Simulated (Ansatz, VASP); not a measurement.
## AlCo: VASP beside Ansatz

File INCAR:

```
SYSTEM = AlCo
PREC = Accurate
ENCUT = 520
EDIFF = 1E-7
ISMEAR = 0
SIGMA = 0.15
LREAL = .False.
LASPH = .True.
NELM = 60
ALGO = Fast
ISIF = 2
LWAVE = .False.
LCHARG = .True.
GGA = PS
LELF = .True.
LVHAR = .True.
NBANDS = 13
```

File KPOINTS:

```
regular mesh
0
Gamma
  22 22 22
  0 0 0
```

Contents of POSCAR:

```
AlCo
1.0
    2.9919406678      0.0000000000      0.0000000000
    0.0000000000      2.9919406678      0.0000000000
    0.0000000000      0.0000000000      2.8225855357
Al Co
1 1
Direct
    0.0000000000      0.0000000000      0.0000000000
    0.5000000000      0.5000000000      0.5000000000
```

Input for Ansatz:

```yaml
crystal:
  lattice:
    - [2.9919406678, 0.0, 0.0]
    - [0.0, 2.9919406678, 0.0]
    - [0.0, 0.0, 2.8225855357]
  atoms:
    - { symbol: Al, position: [0.0, 0.0, 0.0] }
    - { symbol: Co, position: [0.5, 0.5, 0.5] }
basis:
  ecutwfc: 420
kpoints:
  mp_grid: { grid: [22, 22, 22] }
hamiltonian:
  xc: pbesol
scf:
  occupations: { method: gaussian, width: 0.15 }
output:
  forces: true
  stress: true
  eigenvalues: true
```

Change from the starting cell: strain +0.0600 x Voigt [1, 1, 0, 0, 0, 0], atoms carried along.

Alike in both runs: task single point; functional PBEsol; k mesh 22 × 22 × 22; occupations gaussian, width 0.15 eV; no spin polarisation.

|  | VASP | Ansatz |
| --- | --- | --- |
| version | VASP 6.6.1 | Ansatz 0.2.0 |
| potentials or method | VASP PAW PBE potentials, release 64 (Al, Co), cutoff 520 eV | scalar-relativistic, plane waves, PAW |
| valence electrons in the cell | 12 | 20 |

VASP gave:

```
gap on the k mesh at the Fermi level (eV)                     : none
pressure (GPa)                                                : -17.1
traceless stress, the component that is largest in VASP (GPa) : 5.78
```

Task: Which values does Ansatz return?

Result: gap on the k mesh at the Fermi level (eV): none; pressure (GPa): -17.1; traceless stress, the component that is largest in VASP (GPa): 5.77.

VASP's potentials were made for PBE, not for PBEsol. A gap of «none» marks a metal or a gap that the smearing closes. The functional is the same, so the differences come from potentials, cutoffs and numerics. VASP's potentials hold 12 valence electrons a cell and Ansatz's 20, so a difference there can come from the potentials and not from the codes.
